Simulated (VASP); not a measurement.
# Mo (I4/mmm) in VASP: a series of runs

Runs on Mo. Level: PBE. Tasks: single point, relaxation of cell and atoms.

All numbers are computed with VASP 6.6.1; they aren't measurements. Logs are shortened: lines on timing, memory, paths and dates and some standing lists are left out, and cuts for length are marked.

### Step 1. The cell of the first run

Symmetry: I4/mmm, No. 139, tetragonal system. Conventional cell: a = 2.634 Å, b = 2.634 Å, c = 4.650 Å, α = 90.00°, β = 90.00°, γ = 90.00°. Mo (site symmetry 4/mmm) has 12 Mo at 2.63 to 2.98 Å within 3.5 Å.

### Step 2. Single point, PBE

Input file INCAR:

```
SYSTEM = Mo
ALGO     = Normal         ! electronic algorithm
EDIFF    = 1E-7           ! SCF threshold, eV
ENCUT    = 520            ! plane-wave cutoff, eV
GGA      = PE             ! functional
ISIF     = 2              ! what is computed and relaxed
ISMEAR   = 0              ! smearing method
LASPH    = .True.         ! aspherical terms in the spheres
LCHARG   = .True.         ! write CHGCAR
LELF     = .True.         ! ELF
LREAL    = .False.        ! projectors in reciprocal space
LVHAR    = .True.       
LWAVE    = .False.        ! write WAVECAR
NBANDS   = 13             ! bands
NELM     = 100            ! most SCF steps
PREC     = Accurate       ! precision mode
SIGMA    = 0.1            ! smearing width, eV
```

Input file KPOINTS:

```
k-points
0
Gamma
  22 22 22
  0 0 0
```

Input file POSCAR:

```
Mo
1.0
   -1.3172299282      1.3172299282      2.3250018616
    1.3172299282     -1.3172299282      2.3250018616
    1.3172299282      1.3172299282     -2.3250018616
Mo
1
Direct
    0.0000000000      0.0000000000      0.0000000000
```

Potentials or basis: VASP PAW PBE potentials, release 64 (Mo_sv).

Launch:

```sh
$ cat potpaw_PBE.64/Mo_sv/POTCAR > POTCAR
$ mpirun -np 1 vasp_std > vasp.out
```

OUTCAR:

```text
SYSTEM = Mo
   EDIFF = 1E-7
   ENCUT = 520
   GGA = PE
   ISIF = 2
   ISMEAR = 0
   LASPH = .True.
   LREAL = .False.
   NELM = 100
   PREC = Accurate

 ion  position               nearest neighbor table
   1  0.000  0.000  0.000-

  LATTYP: Found a body centered tetragonal cell.
 ALAT       =     2.6344598564
 C/A-ratio  =     1.7650691135

  Lattice vectors:

 A1 = (  -1.3172299282,   1.3172299282,   2.3250018616)
 A2 = (   1.3172299282,  -1.3172299282,   2.3250018616)
 A3 = (   1.3172299282,   1.3172299282,  -2.3250018616)

Analysis of symmetry for initial positions (statically):
=====================================================================
 Subroutine PRICEL returns:
 Original cell was already a primitive cell.

 Routine SETGRP: Setting up the symmetry group for a
 body centered tetragonal supercell.

 Subroutine GETGRP returns: Found 16 space group operations
 (whereof 16 operations were pure point group operations)
 out of a pool of 16 trial point group operations.

The static configuration has the point symmetry D_4h.

Analysis of symmetry for dynamics (positions and initial velocities):
=====================================================================
 Subroutine PRICEL returns:
 Original cell was already a primitive cell.

 Routine SETGRP: Setting up the symmetry group for a
 body centered tetragonal supercell.

 Subroutine GETGRP returns: Found 16 space group operations
 (whereof 16 operations were pure point group operations)
 out of a pool of 16 trial point group operations.

The dynamic configuration has the point symmetry D_4h.

 Subroutine INISYM returns: Found 16 space group operations
 (whereof 16 operations are pure point group operations),
 and found     1 'primitive' translations

----------------------------------------------------------------------------------------

                                     Primitive cell

  volume of cell :      16.1364

  direct lattice vectors                    reciprocal lattice vectors
    -1.317229928  1.317229928  2.325001862     0.000000000  0.379584452  0.215053591
     1.317229928 -1.317229928  2.325001862     0.379584452  0.000000000  0.215053591
     1.317229928  1.317229928 -2.325001862     0.379584452  0.379584452  0.000000000

  length of vectors
     2.979231952  2.979231952  2.979231952     0.436271020  0.436271020  0.536813480

  position of ions in fractional coordinates (direct lattice)
     0.000000000  0.000000000  0.000000000

  ion indices of the primitive-cell ions
   primitive index   ion index
                 1           1

----------------------------------------------------------------------------------------

 KPOINTS: k-points

Automatic generation of k-mesh.
 Grid dimensions read from file:
 generate k-points for:   22   22   22

 Generating k-lattice:

  Cartesian coordinates                     Fractional coordinates (reciprocal lattice)
     0.000000000  0.017253839  0.009775163     0.045454545  0.000000000 -0.000000000
     0.017253839  0.000000000  0.009775163     0.000000000  0.045454545 -0.000000000
     0.017253839  0.017253839  0.000000000     0.000000000  0.000000000  0.045454545

  Length of vectors
     0.019830501  0.019830501  0.024400613

  Shift w.r.t. Gamma in fractional coordinates (k-lattice)
     0.000000000  0.000000000  0.000000000

 Subroutine IBZKPT returns following result:
 ===========================================

 Found    834 irreducible k-points:

 Following reciprocal coordinates:
            Coordinates               Weight
  0.000000  0.000000  0.000000      1.000000
  0.045455 -0.000000  0.000000      8.000000
  0.090909 -0.000000  0.000000      8.000000
  0.136364 -0.000000  0.000000      8.000000
  0.181818  0.000000 -0.000000      8.000000
  0.227273 -0.000000  0.000000      8.000000
[... 16 lines left out ...]
  0.500000  0.045455  0.000000     16.000000
 -0.454545  0.045455 -0.000000     16.000000
 [... further k-points ...]
   k-points           NKPTS =    834   k-points in BZ     NKDIM =    834   number of bands    NBANDS=     13
   number of dos      NEDOS =    301   number of ions     NIONS =      1
   total plane-waves  NPLWV =  13824
   dimension x,y,z NGX =    24 NGY =   24 NGZ =   24
   dimension x,y,z NGXF=    48 NGYF=   48 NGZF=   48
   ions per type =               1
   NGX,Y,Z   is equivalent  to a cutoff of  13.39, 13.39, 13.39 a.u.
   NGXF,Y,Z  is equivalent  to a cutoff of  26.78, 26.78, 26.78 a.u.
 SYSTEM =  Mo
   PREC   = accura    normal or accurate (medium, high low for compatibility)
   ISTART =      0    job   : 0-new  1-cont  2-samecut
   ICHARG =      2    charge: 1-file 2-atom 10-const
   ISPIN  =      1    spin polarized calculation?
   LNONCOLLINEAR =      F non collinear calculations
   LSORBIT =      F    spin-orbit coupling
   LASPH  =      T    aspherical Exc in radial PAW
   ENCUT  =  520.0 eV  38.22 Ry    6.18 a.u.   5.54  5.54  5.54*2*pi/ulx,y,z
   NELM   =    100;   NELMIN=  2; NELMDL= -5     # of ELM steps
   EDIFF  = 0.1E-06   stopping-criterion for ELM
   LREAL  =      F    real-space projection
   EDIFFG = 0.1E-05   stopping-criterion for IOM
   NSW    =      0    number of steps for IOM
   IBRION =     -1    ionic relax: 0-MD 1-quasi-New 2-CG
   NFREE  =      0    steps in history (QN), initial steepest desc. (CG)
   ISIF   =      2    stress and relaxation
   ISYM   =      2    0-nonsym 1-usesym 2-fastsym
   POTIM  = 0.5000    time-step for ionic-motion
   TEBEG  =    0.0;   TEEND  =   0.0 temperature during run
   PSTRESS=    0.0 pullay stress
   NELECT =      14.0000    total number of electrons
   NUPDOWN=      -1.0000    fix difference up-down
   EMIN   =  10.00;   EMAX   =-10.00  energy-range for DOS
   EFERMI =   0.00;   METHOD = LEGACY
   ISMEAR =     0;   SIGMA  =   0.10  broadening in eV -4-tet -1-fermi 0-gaus
   EFERMI_NEDOS =   21; number of points for ismear=-14 and -15
   IALGO  =     38    algorithm
   IMIX   =      4    mixing-type and parameters
     AMIX     =   0.40;   BMIX     =  1.00
     AMIX_MAG =   1.60;   BMIX_MAG =  1.00
  volume/ion in A,a.u.               =      16.14       108.89
  Fermi-wavevector in a.u.,A,eV,Ry     =   1.561404  2.950626 33.170775  2.437983
  Thomas-Fermi vector in A             =   2.664475
   LORBIT       =      0    0 simple, 1 ext, 2 COOP (PROOUT), +10 PAW based schemes
   GGA     = PE    functional components
   LHFCALC =     F    Hartree Fock is set to
   AEXX    =    0.0000 exact exchange contribution
   IVDW    =     0    specifies the selected vdW correction
   LEPSILON=     F    determine dielectric tensor
   LRPA    =     F    only Hartree local field effects (RPA)
 non-spin polarized calculation
 Gauss-broadening in eV      SIGMA  =   0.10
  energy-cutoff  :      520.00
  volume of cell :       16.14
 maximum number of plane-waves:       448
 NGX is ok and might be reduce to    24

 number of electron      13.9999999 magnetization

 Free energy of the ion-electron system (eV)
  ---------------------------------------------------
  ext. energy  EPLUGINS =         0.00000000
  ---------------------------------------------------
  free energy    TOTEN  =       -10.60853355 eV

  energy without entropy =      -10.60394906  energy(sigma->0) =      -10.60624130

 E-fermi :  12.0564     XC(G=0): -13.1888

 val. band max:       12.0552275243   @ k =   0.3182   0.1818   0.0000
 cond. band min:      12.0608894936   @ k =   0.3636   0.3636   0.0909
 fundamental gap:      0.0056619693
 Fermi energy:        12.0564370779

 k-point     1 :       0.0000    0.0000    0.0000
  band No.  band energies     occupation
      1     -49.1435      2.00000
      2     -22.6585      2.00000
      3     -22.3403      2.00000
      4     -22.3403      2.00000
      5       4.9908      2.00000
      6       9.2433      2.00000
      7      11.2887      2.00000
      8      12.1993      0.04330
      9      12.1993      0.04330
     10      15.3245      0.00000
     11      25.4848      0.00000
     12      26.2931      0.00000
     13      32.4405      0.00000

 k-point     2 :       0.0455   -0.0000    0.0000
  band No.  band energies     occupation
      1     -49.1386      2.00000
      2     -22.6656      2.00000
      3     -22.3703      2.00000
      4     -22.3399      2.00000
      5       5.0765      2.00000
      6       9.2855      2.00000
      7      11.2982      2.00000
      8      12.1186      0.37949
      9      12.2347      0.01170
     10      15.2581      0.00000
     11      25.6394      0.00000
     12      26.4149      0.00000
     13      31.9109      0.00000

 k-point     3 :       0.0909   -0.0000    0.0000
  band No.  band energies     occupation
      1     -49.1242      2.00000
      2     -22.6887      2.00000
      3     -22.4547      2.00000
      4     -22.3388      2.00000
      5       5.3253      2.00000
      6       9.4029      2.00000
      7      11.2915      2.00000
      8      11.9500      1.86775
      9      12.3369      0.00007
     10      15.0729      0.00000
     11      26.0100      0.00000
     12      26.8025      0.00000
     13      30.9152      0.00000
[... 305 lines left out ...]
 k-point    23 :       0.5000    0.0455    0.0000
  band No.  band energies     occupation
      1     -48.8919      2.00000
      2     -23.8364      2.00000
      3     -22.8701      2.00000
      4     -22.3469      2.00000
      5       7.1356      2.00000
      6       9.7090      2.00000
      7      11.9135      1.95677
      8      13.1814      0.00000
      9      15.3336      0.00000
     10      15.9821      0.00000
     11      23.0245      0.00000
     12      24.2104      0.00000
     13      30.5898      0.00000

 k-point    24 :      -0.4545    0.0455   -0.0000
  band No.  band energies     occupation
      1     -48.8987      2.00000
      2     -23.8023      2.00000
      3     -22.8606      2.00000
      4     -22.3453      2.00000
      5       7.1733      2.00000
      6       9.7401      2.00000
      7      11.9154      1.95394
      8      12.8551      0.00000
      9      15.1773      0.00000
     10      15.8758      0.00000
     11      23.2992      0.00000
     12      24.4666      0.00000
     13      30.9598      0.00000

 [... further k-points ...]
[... 5 lines left out ...]
  --------------------------------------------------------------------------------------
  -------------------------------------------------------------------------------------
  Total        0.0490348      0.0490348      0.0349074      0.0000000      0.0000000      0.0000000
  in kB        4.8686475      4.8686475      3.4659427      0.0000000      0.0000000      0.0000000
  external PRESSURE =       4.4010792 kB  Pullay stress =       0.0000000 kB

 VOLUME and BASIS-vectors are now :
 -----------------------------------------------------------------------------
  energy-cutoff  :      520.00
  volume of cell :       16.14
      direct lattice vectors                 reciprocal lattice vectors
    -1.317229928  1.317229928  2.325001862     0.000000000  0.379584452  0.215053591
     1.317229928 -1.317229928  2.325001862     0.379584452  0.000000000  0.215053591
     1.317229928  1.317229928 -2.325001862     0.379584452  0.379584452  0.000000000

 POSITION                                       TOTAL-FORCE (eV/Angst)
 -----------------------------------------------------------------------------------
      0.00000      0.00000      0.00000         0.000000      0.000000      0.000000
 -----------------------------------------------------------------------------------
    total drift:                                0.000000      0.000000      0.000000

  FREE ENERGIE OF THE ION-ELECTRON SYSTEM (eV)
  ---------------------------------------------------
  free  energy   TOTEN  =       -10.6085335521 eV

  energy  without entropy=      -10.6039490554  energy(sigma->0) =      -10.60624130
```

Wall time 46 s (1 thread of Intel Xeon 6975P-C (Granite Rapids), shared host); peak memory 0.27 GiB.

Results:

| Property | Result |
| --- | --- |
| Free energy | -10.6085 eV |
| Pressure | 0.4 GPa |
| Band gap on the k mesh | zero (band 7 reaches 14.49 eV, above the bottom of band 8 at 11.47 eV) |

Stress tensor (GPa, compression positive):
```
0.49 0.00 0.00
0.00 0.49 0.00
0.00 0.00 0.35
```

### Step 3. Relaxation of cell and atoms, PBE

Input file INCAR:

```
SYSTEM = Mo
PREC = Accurate
ENCUT = 600
EDIFF = 1E-6
ISMEAR = 0
SIGMA = 0.1
LREAL = .False.
LASPH = .True.
NELM = 100
ALGO = Normal
ISIF = 3
LWAVE = .False.
LCHARG = .False.
GGA = PE
IBRION = 2
NSW = 100
EDIFFG = -0.01
```

Input file KPOINTS:

```
Automatic mesh
0
Gamma
  22 22 22
  0 0 0
```

Input file POSCAR:

```
Mo
1.0
   -1.3464155804      1.3464155804      2.2223273226
    1.3464155804     -1.3464155804      2.2223273226
    1.3464155804      1.3464155804     -2.2223273226
Mo
1
Direct
    0.0000000000      0.0000000000      0.0000000000
```

Potentials or basis: VASP PAW PBE potentials, release 64 (Mo_sv).

Launch:

```sh
$ cat potpaw_PBE.64/Mo_sv/POTCAR > POTCAR
$ mpirun -np 1 vasp_std > vasp.out
```

Run time: 4.2 min. Hardware: 1 thread of Intel Xeon 6975P-C (Granite Rapids), shared host; peak memory 0.32 GiB.

Results (log left out):

- Free energy: -10.6085 eV
- Relaxed volume: 16.17 Å³/atom
- Relaxed cell: a = 2.981 Å, b = 2.981 Å, c = 2.981 Å, α = 127.51°, β = 127.51°, γ = 77.42°
- Space group after relaxing (to 0.05 Å): I4/mmm (No. 139)
- Energy gained by relaxing: 19.4 meV/atom
- Ionic steps: 9
- Pressure after relaxing: -0.1 GPa
- Band gap on the k mesh: zero (band 7 reaches 14.46 eV, above the bottom of band 8 at 11.44 eV)

Step by step:
```csv
step,energy change (eV),largest force (eV/Å),pressure (GPa),volume (Å³)
1,0.0000,0.0000,-0.23,16.11
2,-0.0120,0.0000,1.04,16.06
3,0.0162,0.0000,7.29,15.82
4,-0.0172,0.0000,2.15,16.01
5,-0.0178,0.0000,2.73,15.98
6,-0.0124,0.0000,-4.08,16.48
7,-0.0191,0.0000,0.52,16.13
8,-0.0193,0.0000,-0.24,16.18
9,-0.0194,0.0000,-0.06,16.17
```

Final structure:
```xyz
1
Lattice="-1.3181 1.3181 2.3260 1.3181 -1.3181 2.3260 1.3181 1.3181 -2.3260" Properties=species:S:1:pos:R:3 pbc="T T T"
Mo    0.0000    0.0000    0.0000
```

Levels at points of the mesh, in eV from the Fermi level:
```csv
k point,band 4,band 5,band 6,band 7,band 8,band 9,band 10,band 11
"(0.00, 0.00, 0.00)",-34.40,-7.06,-2.80,-0.76,0.14,0.14,3.26,13.43
"(0.50, 0.00, 0.00)",-34.38,-4.98,-2.42,0.12,1.29,3.06,3.82,10.96
"(0.50, 0.50, 0.00)",-34.90,-5.40,-4.41,2.32,2.84,5.13,5.72,9.81
"(0.50, 0.50, 0.50)",-34.60,-5.13,-4.50,1.03,3.86,3.86,4.00,10.28
```

### Step 4. Single point, PBE

This run uses another cell than the first one: it holds 2 atoms, not 1.

Input file INCAR:

```
SYSTEM = Mo
  ALGO = Normal
  EDIFF = 1E-6
  ENCUT = 520
  GGA = PE
  ISIF = 2
  ISMEAR = 0
  LASPH = .TRUE.
  LCHARG = .FALSE.
  LREAL = .FALSE.
  LWAVE = .FALSE.
  NBANDS = 21
  NELM = 100
  PREC = Accurate
  SIGMA = 0.1
```

Input file KPOINTS:

```
k-points
0
G
  24 24 24
  0 0 0
```

Input file POSCAR:

```
Mo
1.0
   -1.5648008565      1.5648008565      3.7857451337
    1.5648008565     -1.5648008565      3.7857451337
    1.5648008565      1.5648008565     -3.7857451337
Mo
2
Direct
    0.8390669627      0.8390669627      0.0000000000
    0.1609330373      0.1609330373      0.0000000000
```

Launch:

```sh
$ cat potpaw_PBE.64/Mo_sv/POTCAR > POTCAR
$ mpirun -np 1 vasp_std > vasp.out
```

It took 25 min on 1 thread of AMD EPYC 7R43 (Zen 3), shared host; peak memory 0.67 GiB.

Results (log left out):

| Quantity | Value |
| --- | --- |
| Free energy | -20.0143 eV |
| Pressure | 0.4 GPa |
| Largest force | 0.016 eV/Å |
| Band gap on the k mesh | zero (band 14 reaches 10.13 eV, above the bottom of band 15 at 9.29 eV) |

Forces on the atoms (eV/Å):
```
Mo   0.000  0.000 -0.016
Mo   0.000  0.000  0.016
```

Stress tensor (GPa, compression positive):
```
0.31 0.00 0.00
0.00 0.31 0.00
0.00 0.00 0.68
```

Levels at points of the mesh, in eV from the Fermi level:
| k point | band 12 | band 13 | band 14 | band 15 | band 16 | band 17 |
| --- | --- | --- | --- | --- | --- | --- |
| (0.00, 0.00, 0.00) | -0.68 | -0.57 | -0.12 | 0.34 | 0.34 | 0.64 |
| (0.50, 0.00, 0.00) | -1.96 | -1.58 | -1.42 | 1.81 | 2.18 | 2.79 |
| (0.50, 0.50, 0.00) | -1.72 | -1.34 | -0.01 | 2.61 | 2.70 | 2.80 |
| (0.50, 0.50, 0.50) | -1.36 | -1.36 | -1.30 | -0.27 | 1.23 | 3.39 |

### Step 5. Single point, PBE

Input file INCAR:

```
SYSTEM = Mo
  PREC = Accurate
  ENCUT = 520
  EDIFF = 1E-6
  ISMEAR = 0
  SIGMA = 0.1
  LREAL = .False.
  LASPH = .True.
  NELM = 100
  ALGO = Normal
  ISIF = 2
  LWAVE = .False.
  LCHARG = .False.
  GGA = PE
  NBANDS = 13
```

Input file KPOINTS:

```
regular mesh
0
Gamma
  8 8 8
  0 0 0
```

Input file POSCAR:

```
Mo
1.0
   -1.3464155804      1.3464155804      2.2223273226
    1.3464155804     -1.3464155804      2.2223273226
    1.3464155804      1.3464155804     -2.2223273226
Mo
1
Direct
    0.0000000000      0.0000000000      0.0000000000
```

Launch:

```sh
$ cat potpaw_PBE.64/Mo_sv/POTCAR > POTCAR
$ mpirun -np 1 vasp_std > vasp.out
```

It took 9.5 s on 1 thread of Intel Xeon 6975P-C, shared host; peak memory 0.14 GiB.

Results (log left out):

| Item | Value |
| --- | --- |
| Free energy | -10.5622 eV |
| Pressure | 0.3 GPa |
| Band gap on the k mesh | zero (band 7 reaches 15.04 eV, above the bottom of band 8 at 11.66 eV) |

Stress tensor (GPa, compression positive):
```
0.37 0.00 0.00
0.00 0.37 0.00
0.00 0.00 0.25
```

Levels at points of the mesh, in eV from the Fermi level:
```
           k point  band 3  band 4  band 5  band 6  band 7  band 8  band 9  band 10  band 11  band 12
(0.00, 0.00, 0.00)  -34.40  -34.40   -7.04   -2.27   -0.26   -0.26    0.02     2.81    13.12    15.19
(0.50, 0.00, 0.00)  -34.82  -34.43   -4.94   -2.10   -0.23    1.27    3.19     3.93    10.84    12.23
(0.50, 0.50, 0.00)  -35.22  -34.89   -5.31   -4.51    3.00    3.17    4.71     5.27    10.39    12.72
(0.50, 0.50, 0.50)  -34.66  -34.66   -5.15   -4.46    1.78    3.86    4.02     4.02    11.39    13.72
```

Caveat: the k points lie up to 0.41 Å⁻¹ apart.

### Step 6. Summary

| task | cell | k mesh | cutoff (eV) | gap on the mesh (eV) | pressure (GPa) |
| --- | --- | --- | --- | --- | --- |
| single point | a = 2.979 Å, angles 127.5, 127.5, 77.4°, 1 atom | 22 × 22 × 22 | 520 | none | 0.4 |
| relaxation of cell and atoms | relaxed from a = 2.927 Å, angles 125.2, 125.2, 81.2°, 1 atom | 22 × 22 × 22 | 600 | none | -0.1 |
| single point | a = 4.385 Å, angles 138.2, 138.2, 60.6°, 2 atoms | 24 × 24 × 24 | 520 | none | 0.4 |
| single point | a = 2.927 Å, angles 125.2, 125.2, 81.2°, 1 atom | 8 × 8 × 8 | 520 | none | 0.3 |

Alike in all rows: level PBE; potentials or basis VASP PAW PBE potentials, release 64 (Mo_sv); no spin polarisation; smearing gaussian 0.1 eV.

Caveats: some runs use coarse meshes.

Total energies depend on the potentials used, so only differences within one code and one set of settings carry meaning.
